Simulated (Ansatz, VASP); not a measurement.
Tl: VASP beside Ansatz

INCAR

```
SYSTEM = Tl
PREC     = Accurate       ! precision mode
ENCUT    = 520            ! plane-wave cutoff, eV
EDIFF    = 1E-6           ! SCF threshold, eV
ISMEAR   = -1             ! smearing method
SIGMA    = 0.1            ! smearing width, eV
LREAL    = .FALSE.        ! projectors in reciprocal space
LASPH    = .TRUE.         ! aspherical terms in the spheres
NELM     = 60             ! most SCF steps
ALGO     = Normal         ! electronic algorithm
ISIF     = 2              ! what is computed and relaxed
LWAVE    = .FALSE.        ! write WAVECAR
LCHARG   = .FALSE.        ! write CHGCAR
GGA      = PS             ! functional
NBANDS   = 20             ! bands
```

Contents of KPOINTS:

```
Automatic mesh
0
G
  17 17 10
  0 0 0
```

The input POSCAR:

```
Tl
1.0
    3.3151540562      0.0000000000      0.0000000000
   -1.6575770281      2.8710076301      0.0000000000
    0.0000000000      0.0000000000      5.2875636521
Tl
2
Direct
    0.3333333333      0.6666666667      0.2500000000
    0.6666666667      0.3333333333      0.7500000000
```

Input for Ansatz:

```yaml
crystal:
  lattice:
    - [3.3151540648, 0.0, 0.0]
    - [-1.6575770324, 2.8710076376, 0.0]
    - [0.0, 0.0, 5.2875636419]
  atoms:
    - { symbol: Tl, position: [0.3333333333, 0.6666666667, 0.25] }
    - { symbol: Tl, position: [0.6666666667, 0.3333333333, 0.75] }
hamiltonian:
  xc: pbesol
  pseudopotentials:
    kind: paw
    azcp:
      Tl: "pseudopotentials/Tl.paw.azcp"
basis:
  ecutwfc: 420
  fft_grid_basis: typed
kpoints:
  mp_grid: { grid: [17, 17, 10], shift: [0, 0, 0] }
magnetization:
  spin_polarized: false
scf:
  occupations: { method: fermi_dirac, width: 0.1 }
output:
  stress: true
```

Alike in both runs: task single point; functional PBEsol; k mesh 17 × 17 × 10; occupations fermi-dirac, width 0.1 eV; no spin polarisation.

|  | VASP | Ansatz |
| --- | --- | --- |
| version | VASP 6.6.1 | Ansatz 0.2.0 |
| potentials or method | VASP PAW PBE potentials, release 64 (Tl_d), cutoff 520 eV | plane waves (420 eV) with PAW, scalar-relativistic |
| valence electrons in the cell | 26 | 26 |

```csv
,VASP,Ansatz,Ansatz less VASP
pressure (GPa),6.5,6.6,+0.09
"traceless stress, the component that is largest in VASP (GPa)",0.30,0.30,+0.004
```

VASP's potentials were made for PBE, not for PBEsol, and Ansatz warns of the same on its side. With one functional, cell and mesh, what is left measures potentials, basis and numerics.

Neither program's run includes spin-orbit coupling.
